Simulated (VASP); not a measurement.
# Ca (I4_1/amd) in VASP: a series of runs

Ca is run at these levels: LDA; tasks: single point.

Program: VASP 6.6.1. These are calculated values, not measurements. Logs are shortened: lines on timing, memory, paths and dates and some standing lists are left out, and cuts for length are marked.

### Step 1. The cell of the first run

It takes space group I4_1/amd (No. 141, tetragonal). Conventional cell: a = 5.426 Å, b = 5.426 Å, c = 2.918 Å, α = 90.00°, β = 90.00°, γ = 90.00°. Ca (site symmetry -4m2) has 10 Ca at 2.81 to 3.49 Å within 3.7 Å.

### Step 2. Single point, LDA

The input, INCAR:

```
ALGO = Normal ; EDIFF = 1E-6
ENCUT = 520 ; GGA = CA
ISIF = 2 ; ISMEAR = -1
LASPH = T ; LCHARG = F
LREAL = F ; LWAVE = F
NBANDS = 17 ; NELM = 100
PREC = Accurate ; SIGMA = 0.08
```

The input, KPOINTS:

```
k-points
0
Gamma
  14 14 14
```

The input, POSCAR:

```
Ca
1.0
   -2.7128070539      2.7128070539      1.4591820525
    2.7128070539     -2.7128070539      1.4591820525
    2.7128070539      2.7128070539     -1.4591820525
Ca
2
Direct
   -0.3750000000     -0.1250000000     -0.2500000000
    0.3750000000      0.1250000000      0.2500000000
```

Potentials or basis: VASP PAW LDA potentials, release 64 (Ca_sv).

Command:

```sh
> cat potpaw_LDA.64/Ca_sv/POTCAR > POTCAR
> mpirun -np 1 vasp_std > vasp.out
```

OUTCAR:

```text
EDIFF = 1E-6
   ENCUT = 520
   GGA = CA
   ISIF = 2
   ISMEAR = -1
   LASPH = T
   LREAL = F
   NELM = 100
   PREC = Accurate

 ion  position               nearest neighbor table
   1  0.625  0.875  0.750-   2 2.81   2 2.81   2 2.81   2 2.81
   2  0.375  0.125  0.250-   1 2.81   1 2.81   1 2.81   1 2.81

  LATTYP: Found a body centered tetragonal cell.
 ALAT       =     5.4256141078
 C/A-ratio  =     0.5378864119

  Lattice vectors:

 A1 = (  -2.7128070539,   2.7128070539,   1.4591820525)
 A2 = (   2.7128070539,  -2.7128070539,   1.4591820525)
 A3 = (   2.7128070539,   2.7128070539,  -1.4591820525)

Analysis of symmetry for initial positions (statically):
=====================================================================
 Subroutine PRICEL returns:
 Original cell was already a primitive cell.

 Routine SETGRP: Setting up the symmetry group for a
 body centered tetragonal supercell.

 Subroutine GETGRP returns: Found 16 space group operations
 (whereof  4 operations were pure point group operations)
 out of a pool of 16 trial point group operations.

The static configuration has the point symmetry C_2h.
 The point group associated with its full space group is D_4h.

Analysis of symmetry for dynamics (positions and initial velocities):
=====================================================================
 Subroutine PRICEL returns:
 Original cell was already a primitive cell.

 Routine SETGRP: Setting up the symmetry group for a
 body centered tetragonal supercell.

 Subroutine GETGRP returns: Found 16 space group operations
 (whereof  4 operations were pure point group operations)
 out of a pool of 16 trial point group operations.

The dynamic configuration has the point symmetry C_2h.
 The point group associated with its full space group is D_4h.

 Subroutine INISYM returns: Found 16 space group operations
 (whereof  4 operations are pure point group operations),
 and found     1 'primitive' translations

----------------------------------------------------------------------------------------

                                     Primitive cell

  volume of cell :      42.9544

  direct lattice vectors                    reciprocal lattice vectors
    -2.712807054  2.712807054  1.459182053     0.000000000  0.184310933  0.342657723
     2.712807054 -2.712807054  1.459182053     0.184310933  0.000000000  0.342657723
     2.712807054  2.712807054 -1.459182053     0.184310933  0.184310933  0.000000000

  length of vectors
     4.104614048  4.104614048  4.104614048     0.389082042  0.389082042  0.260655022

  position of ions in fractional coordinates (direct lattice)
     0.625000000  0.875000000  0.750000000
     0.375000000  0.125000000  0.250000000

  ion indices of the primitive-cell ions
   primitive index   ion index
                 1           1
                 2           2

----------------------------------------------------------------------------------------

 KPOINTS: k-points

Automatic generation of k-mesh.
 Grid dimensions read from file:
 generate k-points for:   14   14   14

 Generating k-lattice:

  Cartesian coordinates                     Fractional coordinates (reciprocal lattice)
     0.000000000  0.013165067  0.024475552     0.071428571  0.000000000  0.000000000
     0.013165067  0.000000000  0.024475552     0.000000000  0.071428571  0.000000000
     0.013165067  0.013165067  0.000000000     0.000000000  0.000000000  0.071428571

  Length of vectors
     0.027791574  0.027791574  0.018618216

  Shift w.r.t. Gamma in fractional coordinates (k-lattice)
     0.000000000  0.000000000  0.000000000

 Subroutine IBZKPT returns following result:
 ===========================================

 Found    244 irreducible k-points:

 Following reciprocal coordinates:
            Coordinates               Weight
  0.000000  0.000000  0.000000      1.000000
  0.071429  0.000000  0.000000      8.000000
  0.142857  0.000000  0.000000      8.000000
  0.214286 -0.000000  0.000000      8.000000
  0.285714  0.000000  0.000000      8.000000
  0.357143  0.000000  0.000000      8.000000
[... 16 lines left out ...]
  0.214286  0.142857  0.000000     16.000000
  0.285714  0.142857  0.000000     16.000000
 [... further k-points ...]
   k-points           NKPTS =    244   k-points in BZ     NKDIM =    244   number of bands    NBANDS=     17
   number of dos      NEDOS =    301   number of ions     NIONS =      2
   total plane-waves  NPLWV =  32768
   dimension x,y,z NGX =    32 NGY =   32 NGZ =   32
   dimension x,y,z NGXF=    64 NGYF=   64 NGZF=   64
   ions per type =               2
   NGX,Y,Z   is equivalent  to a cutoff of  12.96, 12.96, 12.96 a.u.
   NGXF,Y,Z  is equivalent  to a cutoff of  25.92, 25.92, 25.92 a.u.
 SYSTEM =  unknown system
   PREC   = accura    normal or accurate (medium, high low for compatibility)
   ISTART =      0    job   : 0-new  1-cont  2-samecut
   ICHARG =      2    charge: 1-file 2-atom 10-const
   ISPIN  =      1    spin polarized calculation?
   LNONCOLLINEAR =      F non collinear calculations
   LSORBIT =      F    spin-orbit coupling
   LASPH  =      T    aspherical Exc in radial PAW
   ENCUT  =  520.0 eV  38.22 Ry    6.18 a.u.   7.63  7.63  7.63*2*pi/ulx,y,z
   NELM   =    100;   NELMIN=  2; NELMDL= -5     # of ELM steps
   EDIFF  = 0.1E-05   stopping-criterion for ELM
   LREAL  =      F    real-space projection
   EDIFFG = 0.1E-04   stopping-criterion for IOM
   NSW    =      0    number of steps for IOM
   IBRION =     -1    ionic relax: 0-MD 1-quasi-New 2-CG
   NFREE  =      0    steps in history (QN), initial steepest desc. (CG)
   ISIF   =      2    stress and relaxation
   ISYM   =      2    0-nonsym 1-usesym 2-fastsym
   POTIM  = 0.5000    time-step for ionic-motion
   TEBEG  =    0.0;   TEEND  =   0.0 temperature during run
   PSTRESS=    0.0 pullay stress
   NELECT =      20.0000    total number of electrons
   NUPDOWN=      -1.0000    fix difference up-down
   EMIN   =  10.00;   EMAX   =-10.00  energy-range for DOS
   EFERMI =   0.00;   METHOD = LEGACY
   ISMEAR =    -1;   SIGMA  =   0.08  broadening in eV -4-tet -1-fermi 0-gaus
   EFERMI_NEDOS =   21; number of points for ismear=-14 and -15
   IALGO  =     38    algorithm
   IMIX   =      4    mixing-type and parameters
     AMIX     =   0.40;   BMIX     =  1.00
     AMIX_MAG =   1.60;   BMIX_MAG =  1.00
  volume/ion in A,a.u.               =      21.48       144.94
  Fermi-wavevector in a.u.,A,eV,Ry     =   1.268866  2.397809 21.905662  1.610021
  Thomas-Fermi vector in A             =   2.401938
   LORBIT       =      0    0 simple, 1 ext, 2 COOP (PROOUT), +10 PAW based schemes
   GGA     = CA    functional components
   LHFCALC =     F    Hartree Fock is set to
   AEXX    =    0.0000 exact exchange contribution
   IVDW    =     0    specifies the selected vdW correction
   LEPSILON=     F    determine dielectric tensor
   LRPA    =     F    only Hartree local field effects (RPA)
 non-spin polarized calculation
  energy-cutoff  :      520.00
  volume of cell :       42.95
 maximum number of plane-waves:      1180
   NGX = 15   NGY = 15   NGZ = 15

 number of electron      19.9999999 magnetization

 Free energy of the ion-electron system (eV)
  ---------------------------------------------------
  ext. energy  EPLUGINS =         0.00000000
  ---------------------------------------------------
  free energy    TOTEN  =        -2.55779063 eV

  energy without entropy =       -2.54040758  energy(sigma->0) =       -2.54909911

 E-fermi :   4.8886     XC(G=0): -10.4846

 val. band max:        4.8841274051   @ k =  -0.3571   0.5000   0.3571
 cond. band min:       4.8914179317   @ k =   0.3571   0.1429   0.1429
 fundamental gap:      0.0072905266
 Fermi energy:         4.8885699376

 k-point     1 :       0.0000    0.0000    0.0000
  band No.  band energies     occupation
      1     -35.6057      2.00000
      2     -35.1034      2.00000
      3     -17.3433      2.00000
      4     -17.3433      2.00000
      5     -16.2054      2.00000
      6     -16.1938      2.00000
[... 9 lines left out ...]
     16      10.0470      0.00000
     17      10.0470      0.00000

 k-point     2 :       0.0714    0.0000    0.0000
  band No.  band energies     occupation
      1     -35.5921      2.00000
      2     -35.1012      2.00000
      3     -17.3370      2.00000
      4     -17.3180      2.00000
      5     -16.2680      2.00000
      6     -16.2577      2.00000
[... 9 lines left out ...]
     16      10.4642      0.00000
     17      10.4891      0.00000

 k-point     3 :       0.1429    0.0000    0.0000
  band No.  band energies     occupation
      1     -35.5534      2.00000
      2     -35.0956      2.00000
      3     -17.3193      2.00000
      4     -17.2488      2.00000
      5     -16.4494      2.00000
      6     -16.4130      2.00000
[... 9 lines left out ...]
     16      10.0262      0.00000
     17      10.2507      0.00000

 k-point     4 :       0.2143   -0.0000    0.0000
  band No.  band energies     occupation
      1     -35.4956      2.00000
      2     -35.0887      2.00000
      3     -17.2929      2.00000
      4     -17.1604      2.00000
      5     -16.7019      2.00000
      6     -16.6119      2.00000
[... 9 lines left out ...]
     16       9.4124      0.00000
     17       9.7767      0.00000

 k-point     5 :       0.2857    0.0000    0.0000
  band No.  band energies     occupation
      1     -35.4281      2.00000
      2     -35.0835      2.00000
      3     -17.2627      2.00000
      4     -17.1419      2.00000
      5     -16.9423      2.00000
      6     -16.7660      2.00000
[... 9 lines left out ...]
     16       9.2856      0.00000
     17       9.5816      0.00000

 k-point     6 :       0.3571    0.0000    0.0000
  band No.  band energies     occupation
      1     -35.3624      2.00000
      2     -35.0829      2.00000
      3     -17.2972      2.00000
      4     -17.2344      2.00000
      5     -17.1184      2.00000
      6     -16.7460      2.00000
[... 9 lines left out ...]
     16       9.7836      0.00000
     17      10.5759      0.00000

 k-point     7 :       0.4286   -0.0000    0.0000
  band No.  band energies     occupation
      1     -35.3125      2.00000
      2     -35.0865      2.00000
      3     -17.4456      2.00000
      4     -17.2442      2.00000
      5     -17.2142      2.00000
      6     -16.6608      2.00000
[... 9 lines left out ...]
     16      10.2037      0.00000
     17      10.3857      0.00000

 k-point     8 :       0.5000   -0.0000    0.0000
  band No.  band energies     occupation
      1     -35.2932      2.00000
      2     -35.0891      2.00000
      3     -17.5002      2.00000
      4     -17.2898      2.00000
      5     -17.2069      2.00000
      6     -16.6122      2.00000
[... 9 lines left out ...]
     16       9.8570      0.00000
     17      10.8033      0.00000
[... 203 lines left out ...]
      1     -35.5360      2.00000
      2     -35.1128      2.00000
      3     -17.3217      2.00000
      4     -17.1841      2.00000
      5     -16.4865      2.00000
      6     -16.4114      2.00000
[... 9 lines left out ...]
     16       9.7477      0.00000
     17      10.1691      0.00000

 k-point    20 :      -0.1429    0.0714    0.0000
  band No.  band energies     occupation
      1     -35.5798      2.00000
      2     -35.1135      2.00000
      3     -17.3331      2.00000
      4     -17.2767      2.00000
      5     -16.3046      2.00000
      6     -16.2572      2.00000
[... 9 lines left out ...]
     16      10.3291      0.00000
     17      10.4657      0.00000

 k-point    21 :      -0.0714    0.0714    0.0000
  band No.  band energies     occupation
      1     -35.5994      2.00000
      2     -35.1097      2.00000
      3     -17.3329      2.00000
      4     -17.3305      2.00000
      5     -16.2271      2.00000
      6     -16.1926      2.00000
[... 9 lines left out ...]
     16      10.0869      0.00000
     17      10.0960      0.00000

 k-point    22 :       0.1429    0.1429    0.0000
  band No.  band energies     occupation
      1     -35.4465      2.00000
      2     -35.0654      2.00000
      3     -17.2256      2.00000
      4     -17.1905      2.00000
      5     -16.9104      2.00000
      6     -16.8453      2.00000
[... 9 lines left out ...]
     16       9.2468      0.00000
     17       9.5539      0.00000

 k-point    23 :       0.2143    0.1429    0.0000
  band No.  band energies     occupation
      1     -35.3839      2.00000
      2     -35.0619      2.00000
      3     -17.3225      2.00000
      4     -17.1713      2.00000
      5     -17.0427      2.00000
      6     -16.9533      2.00000
[... 9 lines left out ...]
     16       9.6596      0.00000
     17      10.4434      0.00000

 k-point    24 :       0.2857    0.1429    0.0000
  band No.  band energies     occupation
      1     -35.3291      2.00000
      2     -35.0702      2.00000
      3     -17.4596      2.00000
      4     -17.2391      2.00000
      5     -17.1066      2.00000
      6     -16.8827      2.00000
[... 9 lines left out ...]
     16      10.0945      0.00000
     17      10.7797      0.00000

 [... further k-points ...]
[... 5 lines left out ...]
  --------------------------------------------------------------------------------------
  -------------------------------------------------------------------------------------
  Total        5.4138255      5.4138255      5.4103033      0.0000000     -0.0000000      0.0000000
  in kB      201.9331202    201.9331202    201.8017430      0.0000000     -0.0000000      0.0000000
  external PRESSURE =     201.8893278 kB  Pullay stress =       0.0000000 kB

 VOLUME and BASIS-vectors are now :
 -----------------------------------------------------------------------------
  energy-cutoff  :      520.00
  volume of cell :       42.95
      direct lattice vectors                 reciprocal lattice vectors
    -2.712807054  2.712807054  1.459182053     0.000000000  0.184310933  0.342657723
     2.712807054 -2.712807054  1.459182053     0.184310933  0.000000000  0.342657723
     2.712807054  2.712807054 -1.459182053     0.184310933  0.184310933  0.000000000

 POSITION                                       TOTAL-FORCE (eV/Angst)
 -----------------------------------------------------------------------------------
      2.71281      1.35640      1.09439        -0.000000      0.000000      0.000000
      0.00000      1.35640      0.36480         0.000000     -0.000000     -0.000000
 -----------------------------------------------------------------------------------
    total drift:                                0.000000     -0.000000      0.000000

  FREE ENERGIE OF THE ION-ELECTRON SYSTEM (eV)
  ---------------------------------------------------
  free  energy   TOTEN  =        -2.5577906299 eV

  energy  without entropy=       -2.5404075817  energy(sigma->0) =       -2.54909911
```

Wall time 52 s (1 thread of Intel Xeon 6975P-C (Granite Rapids), shared host); peak memory 0.26 GiB.

Results:

* Free energy: -2.5578 eV
* Pressure: 20.2 GPa
* Band gap on the k mesh: zero (band 10 reaches 5.20 eV, above the bottom of band 11 at 4.63 eV)

Levels at points of the mesh, in eV from the Fermi level:
```
           k point  band 6  band 7  band 8  band 9  band 10  band 11  band 12  band 13  band 14  band 15
(0.00, 0.00, 0.00)  -21.08  -21.00  -21.00   -4.30    -1.57     1.05     1.07     2.00     4.99     4.99
(0.50, 0.00, 0.00)  -21.50  -21.36  -20.93   -0.93    -0.84     0.41     2.02     2.60     3.23     3.35
(0.50, 0.50, 0.00)  -21.70  -21.03  -21.03   -1.65    -1.65     1.21     1.21     2.71     2.71     4.19
(0.50, 0.50, 0.50)  -21.10  -20.84  -20.84   -0.69    -0.69     1.18     1.18     2.15     2.15     4.64
```

### Step 3. Single point, LDA

The input, INCAR:

```
PREC = Accurate
ENCUT = 520
EDIFF = 1E-7
ISMEAR = -1
SIGMA = 0.08
LREAL = False
LASPH = True
NELM = 100
ALGO = Normal
ISIF = 2
LWAVE = False
LCHARG = True
LELF = True
LVHAR = True
NBANDS = 17
```

The input, KPOINTS:

```
Automatic mesh
0
Gamma
  14 14 14
```

The input, POSCAR:

```
Ca
1.0
   -2.7128070540      2.7128070540      1.4591820525
    2.7128070540     -2.7128070540      1.4591820525
    2.7128070540      2.7128070540     -1.4591820525
Ca
2
Direct
   -0.3750000000     -0.1250000000     -0.2500000000
    0.3750000000      0.1250000000      0.2500000000
```

Potentials or basis: VASP PAW LDA potentials, release 64 (Ca_sv).

Command:

```sh
> cat potpaw_LDA.64/Ca_sv/POTCAR > POTCAR
> mpirun -np 1 vasp_std > vasp.out
```

It took 65 s on 1 thread of Intel Xeon 6975P-C (Granite Rapids), shared host; peak memory 0.26 GiB.

The run converged. Its results:

* Free energy: -2.5578 eV
* Pressure: 20.2 GPa
* Band gap on the k mesh: zero (band 10 reaches 5.20 eV, above the bottom of band 11 at 4.63 eV)

Levels at points of the mesh, in eV from the Fermi level:
| k point | band 8 | band 9 | band 10 | band 11 | band 12 | band 13 |
| --- | --- | --- | --- | --- | --- | --- |
| (0.00, 0.00, 0.00) | -21.00 | -4.30 | -1.57 | 1.05 | 1.07 | 2.00 |
| (0.50, 0.00, 0.00) | -20.93 | -0.93 | -0.84 | 0.41 | 2.02 | 2.60 |
| (0.50, 0.50, 0.00) | -21.03 | -1.65 | -1.65 | 1.21 | 1.21 | 2.71 |
| (0.50, 0.50, 0.50) | -20.84 | -0.69 | -0.69 | 1.18 | 1.18 | 2.15 |
